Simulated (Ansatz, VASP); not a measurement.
# BiN in VASP and in Ansatz

POSCAR

```
BiN
1.0
    0.0000000000      2.7761039627      2.7761039627
    2.7761039627      0.0000000000      2.7761039627
    2.7761039627      2.7761039627      0.0000000000
Bi N
1 1
Direct
    0.0000000000      0.0000000000      0.0000000000
    0.2500000000      0.2500000000      0.2500000000
```

File INCAR.step1:

```
SYSTEM = BiN
PREC = Accurate
ENCUT = 520
EDIFF = 1E-5
ISMEAR = 0
SIGMA = 0.05
LREAL = .False.
LASPH = .True.
NELM = 80
ALGO = Normal
ISIF = 2
LWAVE = .True.
LCHARG = .False.
NBANDS = 17
GGA = PE
```

INCAR.step2

```
SYSTEM = BiN
PREC = Accurate
ENCUT = 520
EDIFF = 1E-6
ISMEAR = 0
SIGMA = 0.05
LREAL = .False.
LASPH = .True.
NELM = 80
ALGO = Normal
ISIF = 2
LWAVE = .False.
LCHARG = .False.
GGA = PE
LHFCALC = .True.
HFSCREEN = 0.2079
PRECFOCK = Normal
NBANDS = 17
ISTART = 1
```

Contents of KPOINTS:

```
regular mesh
0
Gamma
  6 6 6
  0 0 0
```

Input for Ansatz:

```yaml
crystal:
  lattice:
    - [0.0, 2.7761039627, 2.7761039627]
    - [2.7761039627, 0.0, 2.7761039627]
    - [2.7761039627, 2.7761039627, 0.0]
  atoms:
    - { symbol: Bi, position: [0.0, 0.0, 0.0] }
    - { symbol: "N", position: [0.25, 0.25, 0.25] }
basis:
  ecutwfc: 420
  ecutrho_ratio: 4
kpoints:
  mp_grid: { grid: [6, 6, 6] }
hamiltonian:
  xc: hse06
scf:
  occupations: { method: gaussian, width: 0.05 }
output:
  forces: true
  stress: true
  eigenvalues: true
  populations: true
```

Alike in both runs: task single point; functional HSE06; k mesh 6 × 6 × 6; occupations gaussian, width 0.05 eV; no spin polarisation.

```csv
,VASP,Ansatz
version,VASP 6.6.1,Ansatz 0.2.0
potentials or method,"VASP PAW PBE potentials, release 64 (Bi_d, N), cutoff 520 eV","scalar-relativistic, plane waves, PAW"
valence electrons in the cell,20,20
```

|  | VASP | Ansatz | Ansatz less VASP |
| --- | --- | --- | --- |
| pressure (GPa) | -3.0 | -2.9 | +0.01 |

Ansatz's warnings: filled band counts differ across k points, stress exchange threshold loose, stress scf threshold loose.

Neither program's run includes spin-orbit coupling.
